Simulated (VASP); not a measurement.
Wanted: the native input for a VASP 6.6.1 run.

```
Task                   : single point
Functional             : PBE
Potentials or basis    : VASP PAW PBE potentials, release 64 (Ir)
Cutoff                 : 520 eV
k mesh                 : 11 × 11 × 6
Occupations            : fermi-dirac, width 0.05 eV
Spin                   : no spin polarisation
Dipole correction      : no
Further INCAR settings : ALGO = Fast; EDIFF = 1e-06; NBANDS = 16
```

The structure of Ir lies in POSCAR:

```
Ir
1.0
    2.7234215428      0.0000000000      0.0000000000
   -1.3617107714      2.3585522413      0.0000000000
    0.0000000000      0.0000000000      4.4152592530
Ir
2
Direct
    0.3333333333      0.6666666667      0.2500000000
    0.6666666667      0.3333333333      0.7500000000
```

The input as run:

INCAR

```
PREC = Accurate ; ENCUT = 520
EDIFF = 1E-6 ; ISMEAR = -1
SIGMA = 0.05 ; LREAL = False
LASPH = True ; NELM = 100
ALGO = Fast ; ISIF = 2
LWAVE = False ; LCHARG = False
GGA = PE ; NBANDS = 16
```

KPOINTS

```
regular mesh
0
Gamma
  11 11 6
```

Potentials or basis: VASP PAW PBE potentials, release 64 (Ir).

Launch:

```console
$ cat potpaw_PBE.64/Ir/POTCAR > POTCAR
$ mpirun -np 1 vasp_std > vasp.out
```

Results of the run:

```
Pressure               : 10.6 GPa
Band gap on the k mesh : zero (band 9 reaches 11.45 eV, above the bottom of band 10 at 8.21 eV)
```

Caveat: spin-orbit coupling is left out, which moves the levels of the heavy elements.

Run time: 15 s on 1 thread of Intel(R) Xeon(R) 6975P-C (Granite Rapids), with other jobs on the host, peak memory 0.15 GiB.
